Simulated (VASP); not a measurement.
# Mg3SeS2 (P6/mmm) in VASP: further runs

The runs below take Mg3SeS2 through single point, with PBE.

All numbers are computed with VASP 6.6.1; they aren't measurements. Logs are shortened: lines on timing, memory, paths and dates and some standing lists are left out, and cuts for length are marked.

## Step 1: The cell of the first run

It takes space group P6/mmm (No. 191, hexagonal). The conventional cell has a = 6.281 Å, b = 6.281 Å, c = 3.566 Å, α = 90.00°, β = 90.00°, γ = 120.00°. Mg (site symmetry mmm) has 4 S at 2.54 Å and 2 Se at 3.14 Å and 4 Mg at 3.14 Å within 3.4 Å. Se (site symmetry 6/mmm) has 6 Mg at 3.14 Å and 2 Se at 3.57 Å and 12 S at 4.04 Å within 4.1 Å. Within 3.4 Å of S (site symmetry -6m2) lie 6 Mg at 2.54 Å.

## Step 2: Single point, PBE

INCAR

```
SYSTEM = Mg3SeS2
PREC = Accurate ; ENCUT = 520
EDIFF = 1E-7 ; ISMEAR = 0
SIGMA = 0.1 ; LREAL = .False.
LASPH = .True. ; NELM = 100
ALGO = Normal ; ISIF = 2
LWAVE = .False. ; LCHARG = .False.
GGA = PE ; NBANDS = 21
```

KPOINTS

```
regular mesh
0
Gamma
  3 3 6
  0 0 0
```

POSCAR

```
Mg3SeS2
1.0
    6.2814591775      0.0000000000      0.0000000000
   -3.1407295888      5.4399032206      0.0000000000
    0.0000000000      0.0000000000      3.5663562744
Mg Se S
3 1 2
Direct
    0.5000000000      0.0000000000      0.5000000000
    0.0000000000      0.5000000000      0.5000000000
    0.5000000000      0.5000000000      0.5000000000
    0.0000000000      0.0000000000      0.5000000000
    0.3333333333      0.6666666667      0.0000000000
    0.6666666667      0.3333333333      0.0000000000
```

Potentials or basis: VASP PAW PBE potentials, release 64 (Mg, Se, S).

Launch:

```console
> cat potpaw_PBE.64/Mg/POTCAR potpaw_PBE.64/Se/POTCAR potpaw_PBE.64/S/POTCAR > POTCAR
> mpirun -np 1 vasp_std > vasp.out
```

OUTCAR:

```text
SYSTEM = Mg3SeS2
   PREC = Accurate
   ENCUT = 520
   EDIFF = 1E-7
   ISMEAR = 0
   LREAL = .False.
   LASPH = .True.
   NELM = 100
   ISIF = 2
   GGA = PE

 ion  position               nearest neighbor table
   1  0.500  0.000  0.500-   5 2.54   6 2.54   5 2.54   6 2.54   4 3.14   4 3.14   2 3.14   2 3.14
                             3 3.14   3 3.14
   2  0.000  0.500  0.500-   5 2.54   6 2.54   5 2.54   6 2.54   3 3.14   3 3.14   1 3.14   1 3.14
                             4 3.14   4 3.14
   3  0.500  0.500  0.500-   5 2.54   6 2.54   5 2.54   6 2.54   2 3.14   2 3.14   4 3.14   4 3.14
                             1 3.14   1 3.14
   4  0.000  0.000  0.500-   1 3.14   1 3.14   3 3.14   3 3.14   2 3.14   2 3.14
   5  0.333  0.667  0.000-   2 2.54   2 2.54   1 2.54   1 2.54   3 2.54   3 2.54
   6  0.667  0.333  0.000-   2 2.54   2 2.54   1 2.54   1 2.54   3 2.54   3 2.54

  LATTYP: Found a hexagonal cell.
 ALAT       =     6.2814591775
 C/A-ratio  =     0.5677592059

  Lattice vectors:

 A1 = (   6.2814591775,   0.0000000000,   0.0000000000)
 A2 = (  -3.1407295888,   5.4399032206,   0.0000000000)
 A3 = (   0.0000000000,   0.0000000000,   3.5663562744)

Analysis of symmetry for initial positions (statically):
=====================================================================
 Subroutine PRICEL returns:
 Original cell was already a primitive cell.

 Routine SETGRP: Setting up the symmetry group for a
 hexagonal supercell.

 Subroutine GETGRP returns: Found 24 space group operations
 (whereof 24 operations were pure point group operations)
 out of a pool of 24 trial point group operations.

The static configuration has the point symmetry D_6h.

Analysis of symmetry for dynamics (positions and initial velocities):
=====================================================================
 Subroutine PRICEL returns:
 Original cell was already a primitive cell.

 Routine SETGRP: Setting up the symmetry group for a
 hexagonal supercell.

 Subroutine GETGRP returns: Found 24 space group operations
 (whereof 24 operations were pure point group operations)
 out of a pool of 24 trial point group operations.

The dynamic configuration has the point symmetry D_6h.

 Subroutine INISYM returns: Found 24 space group operations
 (whereof 24 operations are pure point group operations),
 and found     1 'primitive' translations

----------------------------------------------------------------------------------------

                                     Primitive cell

  volume of cell :     121.8643

  direct lattice vectors                    reciprocal lattice vectors
     6.281459178  0.000000000  0.000000000     0.159198678  0.091913400  0.000000000
    -3.140729589  5.439903221  0.000000000     0.000000000  0.183826800  0.000000000
     0.000000000  0.000000000  3.566356274     0.000000000  0.000000000  0.280398234

  length of vectors
     6.281459178  6.281459178  3.566356274     0.183826800  0.183826800  0.280398234

  position of ions in fractional coordinates (direct lattice)
     0.500000000  0.000000000  0.500000000
     0.000000000  0.500000000  0.500000000
     0.500000000  0.500000000  0.500000000
     0.000000000  0.000000000  0.500000000
     0.333333333  0.666666667  0.000000000
     0.666666667  0.333333333  0.000000000

  ion indices of the primitive-cell ions
   primitive index   ion index
                 1           1
                 2           2
                 3           3
                 4           4
                 5           5
                 6           6

----------------------------------------------------------------------------------------

 KPOINTS: regular mesh

Automatic generation of k-mesh.
 Grid dimensions read from file:
 generate k-points for:    3    3    6

 Generating k-lattice:

  Cartesian coordinates                     Fractional coordinates (reciprocal lattice)
     0.053066226  0.030637800  0.000000000     0.333333333  0.000000000  0.000000000
     0.000000000  0.061275600  0.000000000     0.000000000  0.333333333  0.000000000
     0.000000000  0.000000000  0.046733039     0.000000000  0.000000000  0.166666667

  Length of vectors
     0.061275600  0.061275600  0.046733039

  Shift w.r.t. Gamma in fractional coordinates (k-lattice)
     0.000000000  0.000000000  0.000000000

 Subroutine IBZKPT returns following result:
 ===========================================

 Found     12 irreducible k-points:

 Following reciprocal coordinates:
            Coordinates               Weight
  0.000000  0.000000  0.000000      1.000000
  0.333333  0.000000  0.000000      6.000000
  0.333333  0.333333  0.000000      2.000000
  0.000000  0.000000  0.166667      2.000000
  0.333333  0.000000  0.166667     12.000000
  0.333333  0.333333  0.166667      4.000000
  0.000000  0.000000  0.333333      2.000000
  0.333333  0.000000  0.333333     12.000000
  0.333333  0.333333  0.333333      4.000000
  0.000000  0.000000  0.500000      1.000000
  0.333333  0.000000  0.500000      6.000000
  0.333333  0.333333  0.500000      2.000000
   k-points           NKPTS =     12   k-points in BZ     NKDIM =     12   number of bands    NBANDS=     21
   number of dos      NEDOS =    301   number of ions     NIONS =      6
   total plane-waves  NPLWV =  64512
   dimension x,y,z NGX =    48 NGY =   48 NGZ =   28
   dimension x,y,z NGXF=    96 NGYF=   96 NGZF=   56
   ions per type =               3   1   2
   NGX,Y,Z   is equivalent  to a cutoff of  12.70, 12.70, 13.05 a.u.
   NGXF,Y,Z  is equivalent  to a cutoff of  25.41, 25.41, 26.10 a.u.
 SYSTEM =  Mg3SeS2
   PREC   = accura    normal or accurate (medium, high low for compatibility)
   ISTART =      0    job   : 0-new  1-cont  2-samecut
   ICHARG =      2    charge: 1-file 2-atom 10-const
   ISPIN  =      1    spin polarized calculation?
   LNONCOLLINEAR =      F non collinear calculations
   LSORBIT =      F    spin-orbit coupling
   LASPH  =      T    aspherical Exc in radial PAW
   ENCUT  =  520.0 eV  38.22 Ry    6.18 a.u.  11.68 11.68  6.63*2*pi/ulx,y,z
   NELM   =    100;   NELMIN=  2; NELMDL= -5     # of ELM steps
   EDIFF  = 0.1E-06   stopping-criterion for ELM
   LREAL  =      F    real-space projection
   EDIFFG = 0.1E-05   stopping-criterion for IOM
   NSW    =      0    number of steps for IOM
[... 32 lines left out ...]
 NGX is ok and might be reduce to    48
   NGX = 23   NGY = 23   NGZ = 13

 number of electron      23.9999997 magnetization

 Free energy of the ion-electron system (eV)
  ---------------------------------------------------
  ext. energy  EPLUGINS =         0.00000000
  ---------------------------------------------------
  free energy    TOTEN  =       -22.41297048 eV

  energy without entropy =      -22.40449484  energy(sigma->0) =      -22.40873266

 E-fermi :   5.0737     XC(G=0):  -9.1954

 val. band max:        5.0392062000   @ k =   0.3333   0.3333   0.0000
 cond. band min:       5.0876256375   @ k =   0.3333   0.0000   0.0000
 fundamental gap:      0.0484194375
 Fermi energy:         5.0737151109

 k-point     1 :       0.0000    0.0000    0.0000
  band No.  band energies     occupation
      1     -10.3113      2.00000
      2      -9.4418      2.00000
      3      -7.5646      2.00000
      4      -1.4979      2.00000
      5      -1.4979      2.00000
      6      -0.2474      2.00000
[... 13 lines left out ...]
     20      10.4224      0.00000
     21      10.4224      0.00000

 k-point     2 :       0.3333    0.0000    0.0000
  band No.  band energies     occupation
      1     -10.1277      2.00000
      2      -9.6384      2.00000
      3      -7.6464      2.00000
      4      -1.8525      2.00000
      5      -1.2599      2.00000
      6       0.2369      2.00000
[... 13 lines left out ...]
     20      10.3422      0.00000
     21      10.8722      0.00000

 k-point     3 :       0.3333    0.3333    0.0000
  band No.  band energies     occupation
      1      -9.8831      2.00000
      2      -9.8831      2.00000
      3      -7.7018      2.00000
      4      -1.5767      2.00000
      5      -0.9019      2.00000
      6      -0.9019      2.00000
[... 13 lines left out ...]
     20      11.0554      0.00000
     21      11.0554      0.00000

 k-point     4 :       0.0000    0.0000    0.1667
  band No.  band energies     occupation
      1     -10.1376      2.00000
      2      -9.3147      2.00000
      3      -7.4784      2.00000
      4      -1.2902      2.00000
      5      -1.2902      2.00000
      6      -0.6415      2.00000
[... 13 lines left out ...]
     20      10.4232      0.00000
     21      10.4232      0.00000

 k-point     5 :       0.3333    0.0000    0.1667
  band No.  band energies     occupation
      1      -9.9642      2.00000
      2      -9.5003      2.00000
      3      -7.5429      2.00000
      4      -1.6228      2.00000
      5      -1.1089      2.00000
      6      -0.5870      2.00000
[... 13 lines left out ...]
     20       9.2850      0.00000
     21      10.0274      0.00000

 k-point     6 :       0.3333    0.3333    0.1667
  band No.  band energies     occupation
      1      -9.7327      2.00000
      2      -9.7327      2.00000
      3      -7.5869      2.00000
      4      -1.4090      2.00000
      5      -0.8452      2.00000
      6      -0.8452      2.00000
[... 13 lines left out ...]
     20       9.5522      0.00000
     21      10.9217      0.00000

 k-point     7 :       0.0000    0.0000    0.3333
  band No.  band energies     occupation
      1      -9.7282      2.00000
      2      -9.0296      2.00000
      3      -7.3165      2.00000
      4      -2.3253      2.00000
      5      -1.3672      2.00000
      6      -0.7871      2.00000
[... 13 lines left out ...]
     20      10.0919      0.00000
     21      11.2588      0.00000

 k-point     8 :       0.3333    0.0000    0.3333
  band No.  band energies     occupation
      1      -9.5848      2.00000
      2      -9.1879      2.00000
      3      -7.3263      2.00000
      4      -2.2909      2.00000
      5      -1.6525      2.00000
      6      -1.0326      2.00000
[... 13 lines left out ...]
     20      10.1699      0.00000
     21      11.0978      0.00000

 k-point     9 :       0.3333    0.3333    0.3333
  band No.  band energies     occupation
      1      -9.3889      2.00000
      2      -9.3889      2.00000
      3      -7.3358      2.00000
      4      -2.0554      2.00000
      5      -2.0554      2.00000
      6      -1.0494      2.00000
[... 13 lines left out ...]
     20      10.4191      0.00000
     21      10.4191      0.00000

 k-point    10 :       0.0000    0.0000    0.5000
  band No.  band energies     occupation
      1      -9.4766      2.00000
      2      -8.8669      2.00000
      3      -7.2533      2.00000
      4      -3.0010      2.00000
      5      -1.9767      2.00000
      6      -0.4643      2.00000
[... 13 lines left out ...]
     20       9.2412      0.00000
     21      11.6959      0.00000

 k-point    11 :       0.3333    0.0000    0.5000
  band No.  band energies     occupation
      1      -9.3575      2.00000
      2      -9.0074      2.00000
      3      -7.2160      2.00000
      4      -2.9729      2.00000
      5      -2.2799      2.00000
      6      -0.6023      2.00000
[... 13 lines left out ...]
     20      10.4084      0.00000
     21      11.6055      0.00000

 k-point    12 :       0.3333    0.3333    0.5000
  band No.  band energies     occupation
      1      -9.1876      2.00000
      2      -9.1876      2.00000
      3      -7.1972      2.00000
      4      -2.7128      2.00000
      5      -2.7128      2.00000
      6      -0.8719      2.00000
[... 13 lines left out ...]
     20       9.5593      0.00000
     21       9.5593      0.00000

------------------------ aborting loop because EDIFF is reached ----------------------------------------

  FORCE on cell =-STRESS in cart. coord.  units (eV):
  Direction    XX          YY          ZZ          XY          YZ          ZX
  --------------------------------------------------------------------------------------
  -------------------------------------------------------------------------------------
  Total       -0.3859147     -0.3859147      0.0533578      0.0000000     -0.0000000      0.0000000
  in kB       -5.0737073     -5.0737073      0.7015076      0.0000000     -0.0000000      0.0000000
  external PRESSURE =      -3.1486357 kB  Pullay stress =       0.0000000 kB

 VOLUME and BASIS-vectors are now :
 -----------------------------------------------------------------------------
  energy-cutoff  :      520.00
  volume of cell :      121.86
      direct lattice vectors                 reciprocal lattice vectors
     6.281459178  0.000000000  0.000000000     0.159198678  0.091913400  0.000000000
    -3.140729589  5.439903221  0.000000000     0.000000000  0.183826800  0.000000000
     0.000000000  0.000000000  3.566356274     0.000000000  0.000000000  0.280398234

 POSITION                                       TOTAL-FORCE (eV/Angst)
 -----------------------------------------------------------------------------------
      3.14073      0.00000      1.78318         0.000000      0.000000      0.000000
     -1.57036      2.71995      1.78318         0.000000      0.000000      0.000000
      1.57036      2.71995      1.78318         0.000000      0.000000      0.000000
      0.00000      0.00000      1.78318         0.000000      0.000000      0.000000
     -0.00000      3.62660      0.00000        -0.000000      0.000000      0.000000
      3.14073      1.81330      0.00000         0.000000      0.000000     -0.000000
 -----------------------------------------------------------------------------------
    total drift:                               -0.000000      0.000000      0.000000

  FREE ENERGIE OF THE ION-ELECTRON SYSTEM (eV)
  ---------------------------------------------------
  free  energy   TOTEN  =       -22.4129704766 eV

  energy  without entropy=      -22.4044948401  energy(sigma->0) =      -22.40873266
```

It took 47 s on 1 thread of AMD EPYC 7R43 (Zen 3), shared host; peak memory 0.2 GiB.

Results:

| Property | Result |
| --- | --- |
| Free energy | -22.4130 eV |
| Pressure | -0.3 GPa |
| Band gap on the k mesh | zero (band 12 reaches 5.09 eV, above the bottom of band 13 at 4.48 eV) |

Stress tensor (GPa, compression positive):
```
-0.51  0.00  0.00
 0.00 -0.51  0.00
 0.00  0.00  0.07
```

Levels at points of the mesh, in eV from the Fermi level:
```
           k point  band 10  band 11  band 12  band 13  band 14  band 15
(0.00, 0.00, 0.00)    -2.37    -2.37    -0.52     0.10     1.97     2.28
(0.00, 0.00, 0.50)    -3.17    -3.17    -3.11    -0.37    -0.37     3.42
```

Caveat: the k points lie up to 0.39 Å⁻¹ apart.

## Step 3: Single point, PBE

INCAR

```
SYSTEM = Mg3SeS2
PREC     = Accurate       ! precision mode
ENCUT    = 520            ! plane-wave cutoff, eV
EDIFF    = 1E-7           ! SCF threshold, eV
ISMEAR   = 0              ! smearing method
SIGMA    = 0.1            ! smearing width, eV
LREAL    = .False.        ! projectors in reciprocal space
LASPH    = .True.         ! aspherical terms in the spheres
NELM     = 60             ! most SCF steps
ALGO     = Normal         ! electronic algorithm
ISIF     = 2              ! what is computed and relaxed
LWAVE    = .False.        ! write WAVECAR
LCHARG   = .True.         ! write CHGCAR
GGA      = PE             ! functional
LELF     = .True.         ! ELF
LVHAR    = .True.       
NBANDS   = 21             ! bands
```

KPOINTS

```
regular mesh
0
Gamma
  6 6 4
  0 0 0
```

POSCAR is that of step 2.

Potentials or basis: VASP PAW PBE potentials, release 64 (Mg, Se, S).

Launch:

```console
> cat potpaw_PBE.64/Mg/POTCAR potpaw_PBE.64/Se/POTCAR potpaw_PBE.64/S/POTCAR > POTCAR
> mpirun -np 1 vasp_std > vasp.out
```

It took 1.8 min on 1 thread of AMD EPYC 7R43 (Zen 3), shared host; peak memory 0.2 GiB.

Results (log left out):

```
Free energy            : -22.3520 eV
Pressure               : -0.2 GPa
Band gap on the k mesh : zero (band 12 reaches 5.04 eV, above the bottom of band 13 at 4.49 eV)
```

Stress tensor (GPa, compression positive):
```
-0.11  0.00  0.00
 0.00 -0.11  0.00
 0.00  0.00 -0.38
```

Levels at points of the mesh, in eV from the Fermi level:
| k point | band 10 | band 11 | band 12 | band 13 | band 14 | band 15 |
| --- | --- | --- | --- | --- | --- | --- |
| (0.00, 0.00, 0.00) | -2.30 | -2.30 | -0.41 | 0.08 | 2.10 | 2.39 |
| (0.50, 0.00, 0.00) | -3.10 | -2.79 | -0.03 | 0.77 | 1.45 | 1.77 |
| (0.00, 0.00, 0.50) | -3.12 | -3.12 | -3.12 | -0.26 | -0.26 | 3.52 |
| (0.50, 0.00, 0.50) | -3.43 | -2.70 | -2.54 | 0.16 | 1.46 | 2.28 |

Caveat: the k points lie up to 0.44 Å⁻¹ apart.

## Step 4: Single point, PBE

This run uses another cell than the first one, of 22.20 Å³/atom, 1.093 times its volume.

INCAR

```
  PREC = Accurate
  ENCUT = 520
  EDIFF = 1E-6
  ISMEAR = 0
  SIGMA = 0.1
  LREAL = F
  LASPH = T
  NELM = 60
  ALGO = Normal
  ISIF = 2
  LWAVE = F
  LCHARG = T
  GGA = PE
  LELF = T
  LVHAR = T
  NBANDS = 21
```

KPOINTS

```
Automatic mesh
0
Gamma
  6 6 4
```

POSCAR

```
Mg3SeS2
1.0
    5.5480748000      0.0000000000      0.0000000000
   -2.7740374000      4.8047737200      0.0000000000
    0.0000000000      0.0000000000      4.9960716700
Mg Se S
3 1 2
Direct
    0.5000000000      0.0000000000      0.5000000000
    0.0000000000      0.5000000000      0.5000000000
    0.5000000000      0.5000000000      0.5000000000
    0.0000000000      0.0000000000      0.5000000000
    0.3333333300      0.6666666700      0.0000000000
    0.6666666700      0.3333333300      0.0000000000
```

Launch:

```console
> cat potpaw_PBE.64/Mg/POTCAR potpaw_PBE.64/Se/POTCAR potpaw_PBE.64/S/POTCAR > POTCAR
> mpirun -np 1 vasp_std > vasp.out
```

It took 79 s on 1 thread of AMD EPYC 7R43 (Zen 3), shared host; peak memory 0.23 GiB.

It converged, with:

```yaml
Free_energy: -17.5515 eV
Pressure: -1.3 GPa
Band_gap_on_the_k_mesh: zero (band 12 reaches 3.32 eV, above the bottom of band 13 at 2.33 eV)
```

Stress tensor (GPa, compression positive):
```
  6.76   0.00   0.00
  0.00   6.76   0.00
  0.00   0.00 -17.52
```

Levels at points of the mesh, in eV from the Fermi level:
```
           k point  band 8  band 9  band 10  band 11  band 12  band 13  band 14  band 15  band 16  band 17
(0.00, 0.00, 0.00)   -3.13   -2.56    -2.23    -0.73    -0.14    -0.14     0.16     2.85     2.85     5.08
(0.50, 0.00, 0.00)   -2.60   -2.28    -1.30    -1.25    -0.74    -0.06     0.57     3.75     4.01     4.58
(0.00, 0.00, 0.50)   -2.81   -2.81    -1.70    -0.64    -0.64     1.03     1.03     1.47     3.36     4.80
(0.50, 0.00, 0.50)   -3.08   -2.06    -0.80    -0.71     0.11     1.80     2.84     3.02     3.71     3.85
```

## Step 5: Summary

```tsv
cell	k mesh	gap on the mesh (eV)	pressure (GPa)
a = 6.281, b = 6.281, c = 3.566 Å, angles 90.0, 90.0, 120.0°, 6 atoms	3 × 3 × 6	none	-0.3
a = 6.281, b = 6.281, c = 3.566 Å, angles 90.0, 90.0, 120.0°, 6 atoms	6 × 6 × 4	none	-0.2
a = 5.548, b = 5.548, c = 4.996 Å, angles 90.0, 90.0, 120.0°, 6 atoms	6 × 6 × 4	none	-1.3
```

Alike in all rows: task single point; level PBE; potentials or basis VASP PAW PBE potentials, release 64 (Mg, Se, S); no spin polarisation; cutoff (eV) 520; smearing gaussian 0.1 eV.

Caveats: some runs use coarse meshes.

Absolute energies hang on the potentials; compare differences alone.
